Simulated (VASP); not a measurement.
Os: single point with PBEsol

Crystal: Os.

```
Os
1.0
     2.88630    0.00000    0.00000
    -1.44315    2.49961    0.00000
     0.00000    0.00000    3.87614
Os
2
Direct
  0.33333 0.66667 0.25000
  0.66667 0.33333 0.75000
```

This cell differs from its parent crystal: ratio of the length along z to the lengths across it x 0.85, volume and fractional coordinates fixed.

```yaml
Program: VASP 6.6.1
Task: single point
Functional: PBEsol
Potentials_or_basis: VASP PAW PBE potentials, release 64 (Os)
Cutoff: 520 eV
k_mesh: 24 × 24 × 12
Occupations: gaussian, width 0.15 eV
Spin: no spin polarisation
```

```yaml
Pressure: 12.6 GPa
Band_gap_on_the_k_mesh: zero (band 8 reaches 11.31 eV, above the bottom of band 9 at 8.02 eV)
```

Stress tensor (GPa, compression positive):
```
-13.67   0.00   0.00
  0.00 -13.67   0.00
  0.00   0.00  65.17
```

Levels at points of the mesh, in eV from the Fermi level:
```csv
k point,band 6,band 7,band 8,band 9,band 10,band 11
"(0.00, 0.00, 0.00)",-3.03,-2.10,-2.10,-1.05,1.64,1.64
"(0.50, 0.00, 0.00)",-1.49,-0.73,0.66,1.84,3.46,3.59
"(0.00, 0.00, 0.50)",-4.24,-2.70,-2.70,1.33,1.33,1.33
"(0.50, 0.00, 0.50)",-2.04,-0.32,-0.32,1.47,1.47,2.71
```

Run time: 83 s on 1 thread of Intel(R) Xeon(R) Platinum 8488C (Sapphire Rapids), on a shared host, peak memory 0.27 GiB.

Caveat: the PAW data sets were made with another functional, which shifts forces and pressure a little; spin-orbit coupling is left out, which moves the levels of the heavy elements.
